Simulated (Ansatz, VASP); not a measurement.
# One calculation of CdTe, two programs

INCAR

```
ALGO     = Normal         # electronic algorithm
EDIFF    = 1E-7           # SCF threshold, eV
EDIFFG   = -0.01          # ionic threshold
ENCUT    = 600            # plane-wave cutoff, eV
GGA      = PE             # functional
IBRION   = 2              # ionic algorithm
ISIF     = 3              # what is computed and relaxed
ISMEAR   = 0              # smearing method
LASPH    = T              # aspherical terms in the spheres
LCHARG   = F              # write CHGCAR
LREAL    = F              # projectors in reciprocal space
LWAVE    = F              # write WAVECAR
NELM     = 60             # most SCF steps
NSW      = 100            # ionic steps
PREC     = Accurate       # precision mode
SIGMA    = 0.1            # smearing width, eV
```

The input KPOINTS:

```
k-points
0
Gamma
  18 18 10
```

Contents of POSCAR:

```
CdTe
1.0
    4.2351604401      0.0000000000      0.0000000000
   -2.1175802201      3.6677565303      0.0000000000
    0.0000000000      0.0000000000      5.4417462985
Cd Te
1 1
Direct
    0.0000000000      0.0000000000      0.5000000000
    0.0000000000      0.0000000000      0.0000000000
```

Input for Ansatz:

```yaml
crystal:
  lattice:
    - [4.2351604401, 0.0, 0.0]
    - [-2.1175802201, 3.6677565303, 0.0]
    - [0.0, 0.0, 5.4417462985]
  atoms:
    - { symbol: Cd, position: [0.0, 0.0, 0.5] }
    - { symbol: Te, position: [0.0, 0.0, 0.0] }
basis:
  ecutwfc: 420
kpoints:
  mp_grid: { grid: [18, 18, 10] }
hamiltonian:
  xc: pbe
scf:
  occupations: { method: gaussian, width: 0.1 }
output:
  forces: true
  stress: true
  eigenvalues: true
  write_density: true
  write_potential: true
  elf: true
  volumetric_format: npy
relax:
  adjacent_minimum: "off"
  f_tol: 0.01
  max_steps: 80
  cell: { stress_tol: 0.05 }
```

Alike in both runs: task relaxation of cell and atoms; functional PBE; k mesh 18 × 18 × 10; occupations gaussian, width 0.1 eV; no spin polarisation.

|  | VASP | Ansatz |
| --- | --- | --- |
| version | VASP 6.6.1 | Ansatz 0.2.0 |
| potentials or method | VASP PAW PBE potentials, release 64 (Cd, Te), cutoff 600 eV | scalar-relativistic, plane waves, PAW |
| valence electrons in the cell | 18 | 36 |

Ansatz gave:

- gap on the k mesh at the Fermi level, each at its own relaxed structure (eV): none
- relaxed volume (Å³/atom): 28.45
- relaxed length of the cell vector where the two differ most in proportion (Å): 3.194

Task: Estimate VASP's values.

Result: gap on the k mesh at the Fermi level, each at its own relaxed structure (eV): none; relaxed volume (Å³/atom): 28.50; relaxed length of the cell vector where the two differ most in proportion (Å): 3.196.

A gap of «none» marks a metal or a gap that the smearing closes. VASP's potentials hold 18 valence electrons a cell and Ansatz's 36, so a difference there can come from the potentials and not from the codes.

Spin-orbit coupling is off throughout. Noted on VASP's run: the volume moved by over 15 % at a fixed basis, so the end points are rough.
